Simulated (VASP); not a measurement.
Input of a VASP 6.6.1 run:

File POSCAR:

```
KBr
1.0
    0.0584595438      3.6882992926      3.6882992926
    3.6882992926      0.0584595438      3.6882992926
    3.7467588364      3.7467588364      0.0000000000
K Br
1 1
Direct
    0.0036089128      0.0036089128     -0.0036089128
    0.2463910872      0.2463910872      0.2536089128
```

File INCAR.step1:

```
SYSTEM = KBr
PREC     = Accurate       ! precision mode
ENCUT    = 520            ! plane-wave cutoff, eV
EDIFF    = 1E-5           ! SCF threshold, eV
ISMEAR   = 0              ! smearing method
SIGMA    = 0.01           ! smearing width, eV
LREAL    = .False.        ! projectors in reciprocal space
LASPH    = .True.         ! aspherical terms in the spheres
NELM     = 100            ! most SCF steps
ALGO     = Normal         ! electronic algorithm
ISIF     = 2              ! what is computed and relaxed
LWAVE    = .True.         ! write WAVECAR
NBANDS   = 15             ! bands
GGA      = PE             ! functional
```

Contents of INCAR.step2:

```
SYSTEM = KBr
PREC     = Accurate       ! precision mode
ENCUT    = 520            ! plane-wave cutoff, eV
EDIFF    = 1E-6           ! SCF threshold, eV
ISMEAR   = 0              ! smearing method
SIGMA    = 0.01           ! smearing width, eV
LREAL    = .False.        ! projectors in reciprocal space
LASPH    = .True.         ! aspherical terms in the spheres
NELM     = 100            ! most SCF steps
ALGO     = Normal         ! electronic algorithm
ISIF     = 2              ! what is computed and relaxed
LWAVE    = .False.        ! write WAVECAR
LCHARG   = .True.         ! write CHGCAR
GGA      = PE             ! functional
LHFCALC  = .True.         ! exact exchange
HFSCREEN = 0.2079         ! screening, 1/A
PRECFOCK = Normal       
LELF     = .True.         ! ELF
LVHAR    = .True.       
NBANDS   = 15             ! bands
ISTART   = 1
```

Contents of KPOINTS:

```
regular mesh
0
Gamma
  4 4 4
  0 0 0
```

Potentials or basis: VASP PAW PBE potentials, release 64 (K_sv, Br).

Launch:

```console
$ cat potpaw_PBE.64/K_sv/POTCAR potpaw_PBE.64/Br/POTCAR > POTCAR
$ cp INCAR.step1 INCAR
$ mpirun -np 1 vasp_std > vasp.out
$ cp INCAR.step2 INCAR
$ mpirun -np 1 vasp_std > vasp.out
```

**Question.** Predict the pressure.

**Answer.** 0.2 GPa.

**Question.** Predict the band gap on the k mesh.

**Answer.** 5.37 eV (least direct gap 5.38 eV).

Stress tensor (GPa, compression positive):
```
 0.16 -0.08  0.00
-0.08  0.16  0.00
 0.00  0.00  0.15
```

Caveat: the cell differs from its parent crystal (shear xy strain +3.2%); the structure was generated, so it needn't be the stable form of KBr; the PAW data sets were made with another functional, which shifts forces and pressure a little.
